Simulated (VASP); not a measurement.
Runs of VASP 6.6.1 on In. The structure is that of space group P6_3/mmc (No. 194), or close to it. The cells are those of the table. This isn't the form of In at room conditions, which is tetragonal.

```csv
cell,k mesh,gap on the mesh (eV),pressure (GPa)
"a = 3.433, b = 3.433, c = 11.149 Å, angles 90.0, 90.0, 120.0°, 4 atoms",12 × 12 × 4,none,0.0
"a = 3.339, b = 3.339, c = 10.844 Å, angles 90.0, 90.0, 120.0°, 4 atoms",12 × 12 × 4,none,3.2
"a = 3.433, b = 3.433, c = 11.149 Å, angles 90.0, 90.0, 120.0°, 4 atoms",11 × 11 × 3,none,0.0
"a = 3.386, b = 3.386, c = 10.999 Å, angles 90.0, 90.0, 120.0°, 4 atoms",12 × 12 × 4,none,(a)
"a = 3.289, b = 3.289, c = 10.684 Å, angles 90.0, 90.0, 120.0°, 4 atoms",12 × 12 × 4,none,5.6
```

Alike in all rows: task single point; level revPBE; potentials or basis VASP PAW PBE potentials, release 64 (In_d); no spin polarisation; cutoff (eV) 520; smearing fermi-dirac 0.1 eV.

Problem. Estimate the missing entries.

Solution. (a) 1.4.

Caveats: the PAW data sets were made with another functional, which shifts forces and pressure a little; spin-orbit coupling is left out, which moves the levels of the heavy elements; the cell stands under pressure (at least some runs).

A k mesh can miss the band edges, and the runs leave out spin-orbit coupling on In.

A gap of «none» marks levels without a gap at the run's occupations.
